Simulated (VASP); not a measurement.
A run of VASP 6.6.1:

Contents of POSCAR:

```
Al
1.0
    7.2521360000      0.0000000000      0.0000000000
    0.0000000000      7.2521360000      0.0000000000
    0.0000000000      0.0000000000      7.2521360000
Al
8
Direct
    0.0000000000      0.0000000000      0.0000000000
    0.5000000000      0.5000000000      0.5000000000
    0.2500000000      0.5000000000      0.0000000000
    0.0000000000      0.7500000000      0.5000000000
    0.7500000000      0.5000000000      0.0000000000
    0.0000000000      0.2500000000      0.5000000000
    0.5000000000      0.0000000000      0.7500000000
    0.5000000000      0.0000000000      0.2500000000
```

The input INCAR.step1:

```
  PREC = Accurate
  ENCUT = 520
  ISMEAR = -1
  SIGMA = 0.1
  LREAL = False
  LASPH = True
  NELM = 80
  NBANDS = 22
  GGA = PE
  ALGO = Normal
  EDIFF = 1E-4
  LWAVE = True
  LCHARG = False
```

Contents of INCAR.step2:

```
  PREC = Accurate
  ENCUT = 520
  EDIFF = 1E-6
  ISMEAR = -1
  SIGMA = 0.1
  LREAL = False
  LASPH = True
  NELM = 80
  ALGO = Normal
  ISIF = 2
  LWAVE = False
  LCHARG = False
  METAGGA = R2SCAN
  LMIXTAU = True
  NBANDS = 22
  ISTART = 1
```

The input KPOINTS:

```
Automatic mesh
0
Gamma
  5 5 5
```

Potentials or basis: VASP PAW PBE potentials, release 64 (Al).

The run is started by

```sh
$ cat potpaw_PBE.64/Al/POTCAR > POTCAR
$ cp INCAR.step1 INCAR
$ mpirun -np 1 vasp_std > vasp.out
$ cp INCAR.step2 INCAR
$ mpirun -np 1 vasp_std > vasp.out
```

Hardware: 1 thread of Intel(R) Xeon(R) Platinum 8488C (Sapphire Rapids) (shared host).

Task: Estimate the wall time of this run.

Result: Run time: 4.6 min on 1 thread of Intel(R) Xeon(R) Platinum 8488C (Sapphire Rapids) (shared host), peak memory 0.41 GiB. Counts: k points 10.
